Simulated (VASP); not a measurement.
MgF2:

```
Mg F
1.0
     4.62500    0.00000    0.00000
     0.00000    4.62500    0.00000
     0.00000    0.00000    3.05200
Mg F
2 4
Direct
  0.00000 0.00000 0.00000
  0.50000 0.50000 0.50000
  0.30300 0.30300 0.00000
  0.19700 0.80300 0.50000
  0.69700 0.69700 0.00000
  0.80300 0.19700 0.50000
```

- Program: VASP 6.6.1
- Task: relaxation of cell and atoms
- Functional: PBE
- Potentials or basis: VASP PAW PBE potentials, release 64 (Mg, F)
- Cutoff: 600 eV
- k mesh: 6 × 6 × 8
- Occupations: fermi-dirac, width 0.02 eV
- Spin: no spin polarisation

At the start: pressure 3.5 GPa; volume 10.88 Å³/atom.

Task: Where does the relaxation end?

Result: Over 5 steps the energy falls by 4.0 meV/atom and the volume is 11.26 Å³/atom (+3.5 %); space group P4_2/mnm (No. 136, to 0.1 Å) before and after.

The path:
```csv
step,energy change (eV),largest force (eV/Å),pressure (GPa),volume (Å³)
1,0.0000,0.0219,3.50,65.28
2,-0.0237,0.0395,-0.03,67.55
3,-0.0237,0.0386,0.02,67.52
4,-0.0240,0.0184,0.00,67.55
5,-0.0241,0.0003,0.00,67.58
```

Final structure:
```xyz
6
Lattice="4.6813 0.0000 0.0000 0.0000 4.6813 0.0000 0.0000 0.0000 3.0836" Properties=species:S:1:pos:R:3 pbc="T T T"
Mg    0.0000    0.0000    0.0000
Mg    2.3407    2.3407    1.5418
F     1.4202    1.4202    0.0000
F     0.9205    3.7608    1.5418
F     3.2611    3.2611    0.0000
F     3.7608    0.9205    1.5418
```
